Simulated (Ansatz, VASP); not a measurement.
## Two plane-wave programs on SrO

The input INCAR:

```
SYSTEM = SrO
PREC = Accurate ; ENCUT = 520
EDIFF = 1E-6 ; ISMEAR = 0
SIGMA = 0.05 ; LREAL = .False.
LASPH = .True. ; NELM = 100
ALGO = Normal ; ISIF = 2
LWAVE = .False. ; LCHARG = .False.
NBANDS = 15
```

KPOINTS

```
Automatic mesh
0
Gamma
  8 8 8
  0 0 0
```

The input POSCAR:

```
SrO
1.0
    0.0000000000      2.4413100000      2.6982900000
    2.4413100000      0.0000000000      2.6982900000
    2.4413100000      2.4413100000      0.0000000000
Sr O
1 1
Direct
    0.0000000000      0.0000000000      0.0000000000
    0.5000000000      0.5000000000      0.5000000000
```

Input for Ansatz:

```yaml
crystal:
  lattice:
    - [0.0, 2.44131, 2.69829]
    - [2.44131, 0.0, 2.69829]
    - [2.44131, 2.44131, 0.0]
  atoms:
    - { symbol: Sr, position: [0.0, 0.0, 0.0] }
    - { symbol: O, position: [0.5, 0.5, 0.5] }
basis:
  ecutwfc: 420
kpoints:
  mp_grid: { grid: [8, 8, 8] }
hamiltonian:
  xc: lda
scf:
  occupations: { method: gaussian, width: 0.05 }
output:
  forces: true
  stress: true
  eigenvalues: true
```

Change from the starting cell: strain -0.050 along x and y, +0.050 along z, atoms carried along.

Alike in both runs: task single point; functional LDA; k mesh 8 × 8 × 8; occupations gaussian, width 0.05 eV; no spin polarisation.

|  | VASP | Ansatz |
| --- | --- | --- |
| version | VASP 6.6.1 | Ansatz 0.2.0 |
| potentials or method | VASP PAW LDA potentials, release 64 (Sr_sv, O), cutoff 520 eV | scalar-relativistic, plane waves, PAW |
| valence electrons in the cell | 16 | 16 |

|  | VASP | Ansatz | Ansatz less VASP |
| --- | --- | --- | --- |
| gap on the k mesh at the Fermi level (eV) | 2.81 | 2.86 | +0.056 |
| least direct gap on the mesh (eV) | 2.81 | 2.86 | +0.056 |
| pressure (GPa) | 4.3 | 3.3 | -0.99 |
| traceless stress, the component that is largest in VASP (GPa) | -10.34 | -9.73 | +0.608 |

LDA's correlation is that of Perdew and Zunger in VASP and of Perdew and Wang (1992) in Ansatz.
